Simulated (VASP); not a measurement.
# CdSiN2 (P-4m2) in VASP: further runs

The runs below take CdSiN2 through single point, with PBE, r2SCAN.

Program: VASP 6.6.1. These are calculated values, not measurements. Logs are shortened: lines on timing, memory, paths and dates and some standing lists are left out, and cuts for length are marked.

## (1) The cell of the first run

The structure is tetragonal, space group P-4m2 (No. 115). Conventional cell: a = 3.175 Å, b = 3.175 Å, c = 10.620 Å, α = 90.00°, β = 90.00°, γ = 90.00°. Cd (site symmetry 2mm) has 4 N at 2.17 to 2.53 Å within 2.9 Å. N (site symmetry -4m2) has 4 Cd at 2.17 Å within 2.9 Å. N (site symmetry 2mm) has 2 Si at 1.76 Å within 2.3 Å. Within 2.6 Å of N (site symmetry -4m2) lie 4 Si at 1.94 Å. Within 2.3 Å of Si (site symmetry 2mm) lie 4 N at 1.76 to 1.94 Å.

## (2) Single point, PBE (13.38 Å³/atom)

INCAR

```
SYSTEM = CdSiN2
PREC = Accurate
ENCUT = 520
EDIFF = 1E-6
ISMEAR = -1
SIGMA = 0.02
LREAL = .False.
LASPH = .True.
NELM = 60
ALGO = Normal
ISIF = 2
LWAVE = .False.
LCHARG = .False.
GGA = PE
NBANDS = 36
```

KPOINTS

```
Automatic mesh
0
Gamma
  6 6 2
  0 0 0
```

POSCAR

```
CdSiN2
1.0
    3.1745071938      0.0000000000      0.0000000000
    0.0000000000      3.1745071938      0.0000000000
    0.0000000000      0.0000000000     10.6198297815
Cd N Si
2 4 2
Direct
    0.5000000000      0.0000000000      0.8612896092
    0.0000000000      0.5000000000      0.1387103908
    0.5000000000      0.5000000000      0.0000000000
    0.0000000000      0.0000000000      0.3241738653
    0.5000000000      0.5000000000      0.5000000000
    0.0000000000      0.0000000000      0.6758261347
    0.5000000000      0.0000000000      0.3956506726
    0.0000000000      0.5000000000      0.6043493274
```

Potentials or basis: VASP PAW PBE potentials, release 64 (Cd, N, Si).

On the command line:

```
$ cat potpaw_PBE.64/Cd/POTCAR potpaw_PBE.64/N/POTCAR potpaw_PBE.64/Si/POTCAR > POTCAR
$ mpirun -np 1 vasp_std > vasp.out
```

OUTCAR:

```text
SYSTEM = CdSiN2
   PREC = Accurate
   ENCUT = 520
   EDIFF = 1E-6
   ISMEAR = -1
   LREAL = .False.
   LASPH = .True.
   NELM = 60
   ISIF = 2
   GGA = PE

 ion  position               nearest neighbor table
   1  0.500  0.000  0.861-   3 2.17   3 2.17   6 2.53   6 2.53   2 3.70   2 3.70   2 3.70   2 3.70

   2  0.000  0.500  0.139-   3 2.17   3 2.17   4 2.53   4 2.53   1 3.70   1 3.70   1 3.70   1 3.70

   3  0.500  0.500  0.000-   1 2.17   2 2.17   1 2.17   2 2.17
   4  0.000  0.000  0.324-   7 1.76   7 1.76   2 2.53   2 2.53
   5  0.500  0.500  0.500-   7 1.94   8 1.94   7 1.94   8 1.94
   6  0.000  0.000  0.676-   8 1.76   8 1.76   1 2.53   1 2.53
   7  0.500  0.000  0.396-   4 1.76   4 1.76   5 1.94   5 1.94
   8  0.000  0.500  0.604-   6 1.76   6 1.76   5 1.94   5 1.94

  LATTYP: Found a simple tetragonal cell.
 ALAT       =     3.1745071938
 C/A-ratio  =     3.3453475243

  Lattice vectors:

 A1 = (   3.1745071938,   0.0000000000,   0.0000000000)
 A2 = (   0.0000000000,   3.1745071938,   0.0000000000)
 A3 = (   0.0000000000,   0.0000000000,  10.6198297815)

Analysis of symmetry for initial positions (statically):
=====================================================================
 Subroutine PRICEL returns:
 Original cell was already a primitive cell.

 Routine SETGRP: Setting up the symmetry group for a
 simple tetragonal supercell.

 Subroutine GETGRP returns: Found  8 space group operations
 (whereof  8 operations were pure point group operations)
 out of a pool of 16 trial point group operations.

The static configuration has the point symmetry D_2d.

Analysis of symmetry for dynamics (positions and initial velocities):
=====================================================================
 Subroutine PRICEL returns:
 Original cell was already a primitive cell.

 Routine SETGRP: Setting up the symmetry group for a
 simple tetragonal supercell.

 Subroutine GETGRP returns: Found  8 space group operations
 (whereof  8 operations were pure point group operations)
 out of a pool of 16 trial point group operations.

The dynamic configuration has the point symmetry D_2d.

 Subroutine INISYM returns: Found  8 space group operations
 (whereof  8 operations are pure point group operations),
 and found     1 'primitive' translations

[... 104 lines left out ...]
   NSW    =      0    number of steps for IOM
   IBRION =     -1    ionic relax: 0-MD 1-quasi-New 2-CG
   NFREE  =      0    steps in history (QN), initial steepest desc. (CG)
   ISIF   =      2    stress and relaxation
   ISYM   =      2    0-nonsym 1-usesym 2-fastsym
   POTIM  = 0.5000    time-step for ionic-motion
   TEBEG  =    0.0;   TEEND  =   0.0 temperature during run
   PSTRESS=    0.0 pullay stress
   NELECT =      52.0000    total number of electrons
   NUPDOWN=      -1.0000    fix difference up-down
   EMIN   =  10.00;   EMAX   =-10.00  energy-range for DOS
   EFERMI =   0.00;   METHOD = LEGACY
   ISMEAR =    -1;   SIGMA  =   0.02  broadening in eV -4-tet -1-fermi 0-gaus
   EFERMI_NEDOS =   21; number of points for ismear=-14 and -15
   IALGO  =     38    algorithm
   IMIX   =      4    mixing-type and parameters
     AMIX     =   0.40;   BMIX     =  1.00
     AMIX_MAG =   1.60;   BMIX_MAG =  1.00
  volume/ion in A,a.u.               =      13.38        90.28
  Fermi-wavevector in a.u.,A,eV,Ry     =   1.287022  2.432118 22.537030  1.656425
  Thomas-Fermi vector in A             =   2.419061
   LORBIT       =      0    0 simple, 1 ext, 2 COOP (PROOUT), +10 PAW based schemes
   GGA     = PE    functional components
   LHFCALC =     F    Hartree Fock is set to
   AEXX    =    0.0000 exact exchange contribution
   IVDW    =     0    specifies the selected vdW correction
   LEPSILON=     F    determine dielectric tensor
   LRPA    =     F    only Hartree local field effects (RPA)
 non-spin polarized calculation
  energy-cutoff  :      520.00
  volume of cell :      107.02
 maximum number of plane-waves:      2936
 NGX is ok and might be reduce to    24
   NGX = 11   NGY = 11   NGZ = 39

 number of electron      52.0000005 magnetization

 Free energy of the ion-electron system (eV)
  ---------------------------------------------------
  ext. energy  EPLUGINS =         0.00000000
  ---------------------------------------------------
  free energy    TOTEN  =       -46.28593649 eV

  energy without entropy =      -46.28246021  energy(sigma->0) =      -46.28419835

 E-fermi :   5.8635     XC(G=0): -10.8000

 val. band max:        5.8632791431   @ k =   0.3333   0.0000   0.5000
 cond. band min:       5.9525212234   @ k =   0.5000   0.0000   0.0000
 fundamental gap:      0.0892420804
 Fermi energy:         5.8635068755

 k-point     1 :       0.0000    0.0000    0.0000
  band No.  band energies     occupation
      1     -14.0703      2.00000
      2     -11.7994      2.00000
      3     -10.4550      2.00000
      4      -8.4932      2.00000
      5      -3.7344      2.00000
      6      -3.2781      2.00000
[... 769 lines left out ...]
     35      11.3504      0.00000
     36      12.5458      0.00000

------------------------ aborting loop because EDIFF is reached ----------------------------------------

  FORCE on cell =-STRESS in cart. coord.  units (eV):
  Direction    XX          YY          ZZ          XY          YZ          ZX
  --------------------------------------------------------------------------------------
  -------------------------------------------------------------------------------------
  Total       -5.2343151     -5.2343151     -4.5113373      0.0000000     -0.0000000     -0.0000000
  in kB      -78.3610526    -78.3610526    -67.5376113      0.0000000     -0.0000000     -0.0000000
  external PRESSURE =     -74.7532388 kB  Pullay stress =       0.0000000 kB

 VOLUME and BASIS-vectors are now :
 -----------------------------------------------------------------------------
  energy-cutoff  :      520.00
  volume of cell :      107.02
      direct lattice vectors                 reciprocal lattice vectors
     3.174507194  0.000000000  0.000000000     0.315009524  0.000000000  0.000000000
     0.000000000  3.174507194  0.000000000     0.000000000  0.315009524  0.000000000
     0.000000000  0.000000000 10.619829782     0.000000000  0.000000000  0.094163468

 POSITION                                       TOTAL-FORCE (eV/Angst)
 -----------------------------------------------------------------------------------
      1.58725      0.00000      9.14675        -0.000000      0.000000      0.159793
      0.00000      1.58725      1.47308         0.000000      0.000000     -0.159793
      1.58725      1.58725      0.00000         0.000000      0.000000      0.000000
      0.00000      0.00000      3.44267         0.000000      0.000000      0.340549
      1.58725      1.58725      5.30991         0.000000     -0.000000      0.000000
      0.00000      0.00000      7.17716         0.000000      0.000000     -0.340549
      1.58725      0.00000      4.20174         0.000000      0.000000     -0.004241
      0.00000      1.58725      6.41809         0.000000      0.000000      0.004241
 -----------------------------------------------------------------------------------
    total drift:                                0.000000      0.000000     -0.000000

  FREE ENERGIE OF THE ION-ELECTRON SYSTEM (eV)
  ---------------------------------------------------
  free  energy   TOTEN  =       -46.2859364874 eV

  energy  without entropy=      -46.2824602129  energy(sigma->0) =      -46.28419835
```

stdout:

```text
POSCAR found type information on POSCAR CdN Si
 POSCAR found :  3 types and       8 ions
 scaLAPACK will be used
 LDA part: xc-table for (Slater+PW92), standard interpolation
 POSCAR, INCAR and KPOINTS ok, starting setup
 FFT: planning ... GRIDC
 FFT: planning ... GRID_SOFT
 FFT: planning ... GRID
 WAVECAR not read
 entering main loop
```

It took 81 s on 1 thread of Intel Xeon 8259CL, shared host; peak memory 0.24 GiB.

What came out:

| Quantity | Value |
| --- | --- |
| Free energy | -46.2859 eV |
| Pressure | -7.5 GPa |
| Largest force | 0.341 eV/Å |
| Band gap on the k mesh | zero (bands 26 and 27 overlap by 0.37 eV) |

Forces on the atoms (eV/Å):
```
Cd   0.000  0.000  0.160
Cd   0.000  0.000 -0.160
N    0.000  0.000  0.000
N    0.000  0.000  0.341
N    0.000  0.000  0.000
N    0.000  0.000 -0.341
Si   0.000  0.000 -0.004
Si   0.000  0.000  0.004
```

Stress tensor (GPa, compression positive):
```
-7.84  0.00  0.00
 0.00 -7.84  0.00
 0.00  0.00 -6.75
```

Caveat: the cell stands under tension.

## (3) Single point, r2SCAN (11.57 Å³/atom)

This run uses another cell than the first one, of 11.57 Å³/atom.

POSCAR

```
CdSiN2
1.0
    3.0262828765      0.0000000000      0.0000000000
    0.0000000000      3.0262828765      0.0000000000
    0.0000000000      0.0000000000     10.1052886355
Cd N Si
2 4 2
Direct
    0.5000000000      0.0000000000      0.8616232094
    0.0000000000      0.5000000000      0.1383767906
    0.5000000000      0.5000000000      0.0000000000
    0.0000000000      0.0000000000      0.3247102099
    0.5000000000      0.5000000000      0.5000000000
    0.0000000000      0.0000000000      0.6752897901
    0.5000000000      0.0000000000      0.3956755403
    0.0000000000      0.5000000000      0.6043244597
```

INCAR.step1

```
PREC = Accurate
ENCUT = 520
ISMEAR = -1
SIGMA = 0.02
LREAL = False
LASPH = True
NELM = 60
NBANDS = 36
GGA = PE
ALGO = Normal
EDIFF = 1E-4
LWAVE = True
LCHARG = False
```

INCAR.step2

```
PREC = Accurate
ENCUT = 520
EDIFF = 1E-6
ISMEAR = -1
SIGMA = 0.02
LREAL = False
LASPH = True
NELM = 60
ALGO = Normal
ISIF = 2
LWAVE = False
LCHARG = False
METAGGA = R2SCAN
LMIXTAU = True
NBANDS = 36
ISTART = 1
```

KPOINTS

```
Automatic mesh
0
Gamma
  8 8 2
```

Potentials or basis: VASP PAW PBE potentials, release 64 (Cd, N, Si).

On the command line:

```
$ cat potpaw_PBE.64/Cd/POTCAR potpaw_PBE.64/N/POTCAR potpaw_PBE.64/Si/POTCAR > POTCAR
$ cp INCAR.step1 INCAR
$ mpirun -np 1 vasp_std > vasp.out
$ cp INCAR.step2 INCAR
$ mpirun -np 1 vasp_std > vasp.out
```

OUTCAR:

```text
PREC = Accurate
   ENCUT = 520
   EDIFF = 1E-6
   ISMEAR = -1
   LREAL = False
   LASPH = True
   NELM = 60
   ISIF = 2
   METAGGA = R2SCAN
   ISTART = 1

 ion  position               nearest neighbor table
   1  0.500  0.000  0.862-   3 2.06   3 2.06   6 2.42   6 2.42   8 3.37   8 3.37   8 3.37   8 3.37
                             2 3.52   2 3.52   2 3.52   2 3.52
   2  0.000  0.500  0.138-   3 2.06   3 2.06   4 2.42   4 2.42   7 3.37   7 3.37   7 3.37   7 3.37
                             1 3.52   1 3.52   1 3.52   1 3.52
   3  0.500  0.500  0.000-   1 2.06   2 2.06   1 2.06   2 2.06
   4  0.000  0.000  0.325-   7 1.67   7 1.67   2 2.42   2 2.42
   5  0.500  0.500  0.500-   7 1.84   8 1.84   7 1.84   8 1.84
   6  0.000  0.000  0.675-   8 1.67   8 1.67   1 2.42   1 2.42
   7  0.500  0.000  0.396-   4 1.67   4 1.67   5 1.84   5 1.84   8 3.00   8 3.00   8 3.00   8 3.00
                             2 3.37   2 3.37   2 3.37   2 3.37
   8  0.000  0.500  0.604-   6 1.67   6 1.67   5 1.84   5 1.84   7 3.00   7 3.00   7 3.00   7 3.00
                             1 3.37   1 3.37   1 3.37   1 3.37

  LATTYP: Found a simple tetragonal cell.
 ALAT       =     3.0262828765
 C/A-ratio  =     3.3391751690

  Lattice vectors:

 A1 = (   3.0262828765,   0.0000000000,   0.0000000000)
 A2 = (   0.0000000000,   3.0262828765,   0.0000000000)
 A3 = (   0.0000000000,   0.0000000000,  10.1052886355)

Analysis of symmetry for initial positions (statically):
=====================================================================
 Subroutine PRICEL returns:
 Original cell was already a primitive cell.

 Routine SETGRP: Setting up the symmetry group for a
 simple tetragonal supercell.

 Subroutine GETGRP returns: Found  8 space group operations
 (whereof  8 operations were pure point group operations)
 out of a pool of 16 trial point group operations.

The static configuration has the point symmetry D_2d.

Analysis of symmetry for dynamics (positions and initial velocities):
=====================================================================
 Subroutine PRICEL returns:
[... 147 lines left out ...]
   LHFCALC =     F    Hartree Fock is set to
   AEXX    =    0.0000 exact exchange contribution
   IVDW    =     0    specifies the selected vdW correction
   LEPSILON=     F    determine dielectric tensor
   LRPA    =     F    only Hartree local field effects (RPA)
 non-spin polarized calculation
  energy-cutoff  :      520.00
  volume of cell :       92.55
 maximum number of plane-waves:      2528
 NGX is ok and might be reduce to    24
   NGX = 11   NGY = 11   NGZ = 37

 number of electron      52.0000006 magnetization

 Free energy of the ion-electron system (eV)
  ---------------------------------------------------
  ext. energy  EPLUGINS =         0.00000000
  ---------------------------------------------------
  free energy    TOTEN  =       -96.01853694 eV

  energy without entropy =      -96.01620445  energy(sigma->0) =      -96.01737069

 E-fermi :   7.7509     XC(G=0): -12.1445

 val. band max:        7.7503043892   @ k =   0.3750   0.0000   0.5000
 cond. band min:       7.7972616465   @ k =   0.0000   0.0000   0.0000
 fundamental gap:      0.0469572573
 Fermi energy:         7.7508660322

 k-point     1 :       0.0000    0.0000    0.0000
  band No.  band energies     occupation
      1     -15.3120      2.00000
      2     -12.5711      2.00000
      3     -10.9574      2.00000
      4      -8.5264      2.00000
      5      -3.1922      2.00000
      6      -2.6069      2.00000
[... 925 lines left out ...]
     35      13.1698      0.00000
     36      14.9545      0.00000

 [... further k-points ...]

------------------------ aborting loop because EDIFF is reached ----------------------------------------

  FORCE on cell =-STRESS in cart. coord.  units (eV):
  Direction    XX          YY          ZZ          XY          YZ          ZX
  --------------------------------------------------------------------------------------
  -------------------------------------------------------------------------------------
  Total        8.0849980      8.0849980      7.9275392      0.0000000      0.0000000     -0.0000000
  in kB      139.9660587    139.9660587    137.2401599      0.0000000      0.0000000     -0.0000000
  external PRESSURE =     139.0574257 kB  Pullay stress =       0.0000000 kB

 VOLUME and BASIS-vectors are now :
 -----------------------------------------------------------------------------
  energy-cutoff  :      520.00
  volume of cell :       92.55
      direct lattice vectors                 reciprocal lattice vectors
     3.026282876  0.000000000  0.000000000     0.330438376  0.000000000  0.000000000
     0.000000000  3.026282876  0.000000000     0.000000000  0.330438376  0.000000000
     0.000000000  0.000000000 10.105288635     0.000000000  0.000000000  0.098958084

 POSITION                                       TOTAL-FORCE (eV/Angst)
 -----------------------------------------------------------------------------------
      1.51314      0.00000      8.70695         0.000000      0.000000     -0.684931
      0.00000      1.51314      1.39834        -0.000000      0.000000      0.684931
      1.51314      1.51314      0.00000        -0.000000     -0.000000      0.000000
      0.00000      0.00000      3.28129        -0.000000      0.000000     -0.480922
      1.51314      1.51314      5.05264        -0.000000     -0.000000      0.000000
      0.00000      0.00000      6.82400        -0.000000      0.000000      0.480922
      1.51314      0.00000      3.99842        -0.000000      0.000000      0.077789
      0.00000      1.51314      6.10687        -0.000000      0.000000     -0.077789
 -----------------------------------------------------------------------------------
    total drift:                                0.000000      0.000000     -0.000000

  FREE ENERGIE OF THE ION-ELECTRON SYSTEM (eV)
  ---------------------------------------------------
  free  energy   TOTEN  =       -96.0185369372 eV

  energy  without entropy=      -96.0162044455  energy(sigma->0) =      -96.01737069
```

OUTCAR.step1:

```text
PREC = Accurate
   ENCUT = 520
   ISMEAR = -1
   LREAL = False
   LASPH = True
   NELM = 60
[... 1184 lines left out ...]
      0.00000      0.00000      6.82400         0.000000     -0.000000      0.749694
      1.51314      0.00000      3.99842        -0.000000     -0.000000      0.180993
      0.00000      1.51314      6.10687        -0.000000     -0.000000     -0.180993
 -----------------------------------------------------------------------------------
    total drift:                                0.000000      0.000000     -0.000000

  FREE ENERGIE OF THE ION-ELECTRON SYSTEM (eV)
  ---------------------------------------------------
  free  energy   TOTEN  =       -45.9528686912 eV

  energy  without entropy=      -45.9510428263  energy(sigma->0) =      -45.95195576
```

OSZICAR.step1:

```text
N       E                     dE             d eps       ncg     rms          rms(c)
DAV:   1     0.380922438257E+03    0.38092E+03   -0.26943E+04  2168   0.142E+03
DAV:   2    -0.272821421656E+02   -0.40820E+03   -0.38744E+03  2340   0.365E+02
DAV:   3    -0.556232508710E+02   -0.28341E+02   -0.28064E+02  2632   0.101E+02
DAV:   4    -0.559968546334E+02   -0.37360E+00   -0.37277E+00  2616   0.122E+01
DAV:   5    -0.560006013020E+02   -0.37467E-02   -0.37456E-02  2556   0.120E+00    0.254E+01
DAV:   6    -0.460258763096E+02    0.99747E+01   -0.35045E+01  2964   0.495E+01    0.148E+01
DAV:   7    -0.462996961820E+02   -0.27382E+00   -0.11090E+01  2684   0.174E+01    0.104E+01
DAV:   8    -0.459776259806E+02    0.32207E+00   -0.12979E+00  2736   0.757E+00    0.452E+00
DAV:   9    -0.459570829257E+02    0.20543E-01   -0.20457E-01  2568   0.303E+00    0.693E-01
DAV:  10    -0.459527838157E+02    0.42991E-02   -0.37521E-02  2648   0.123E+00    0.271E-01
DAV:  11    -0.459527894551E+02   -0.56394E-05   -0.46246E-03  2632   0.453E-01    0.121E-01
DAV:  12    -0.459528686912E+02   -0.79236E-04   -0.57596E-04  2592   0.180E-01
   1 F= -.45952869E+02 E0= -.45951956E+02  d E =-.182586E-02
```

Wall time 6.2 min (1 thread of Intel Xeon 8259CL, shared host); peak memory 0.27 GiB.

Results:

- Free energy: -96.0185 eV
- Pressure: 13.9 GPa
- Largest force: 0.685 eV/Å
- Band gap on the k mesh: zero (bands 26 and 27 overlap by 0.46 eV)

Forces in eV/Å, atoms in the order of the input:
```
Cd   0.000  0.000 -0.685
Cd   0.000  0.000  0.685
N    0.000  0.000  0.000
N    0.000  0.000 -0.481
N    0.000  0.000  0.000
N    0.000  0.000  0.481
Si   0.000  0.000  0.078
Si   0.000  0.000 -0.078
```

Levels at points of the mesh, in eV from the Fermi level:
| k point | band 23 | band 24 | band 25 | band 26 | band 27 | band 28 | band 29 | band 30 |
| --- | --- | --- | --- | --- | --- | --- | --- | --- |
| (0.00, 0.00, 0.00) | -3.97 | -3.74 | -1.07 | -0.40 | -0.40 | 0.05 | 1.44 | 2.04 |
| (0.50, 0.00, 0.00) | -4.19 | -3.73 | -3.46 | 0.06 | 0.91 | 1.67 | 2.86 | 2.88 |
| (0.50, 0.50, 0.00) | -5.14 | -3.35 | -3.35 | -3.16 | -0.16 | 1.24 | 2.77 | 4.07 |
| (0.00, 0.00, 0.50) | -3.96 | -3.96 | -0.40 | -0.40 | -0.03 | -0.03 | 0.77 | 1.80 |
| (0.50, 0.00, 0.50) | -4.37 | -3.73 | -3.61 | 0.07 | 1.48 | 1.82 | 1.86 | 2.40 |
| (0.50, 0.50, 0.50) | -5.34 | -3.35 | -3.35 | -3.32 | 0.38 | 1.90 | 2.02 | 2.77 |

Caveat: the cell stands under pressure; the PAW data sets were made with another functional, which shifts forces and pressure a little.

(Continued in part 2 of 3.)
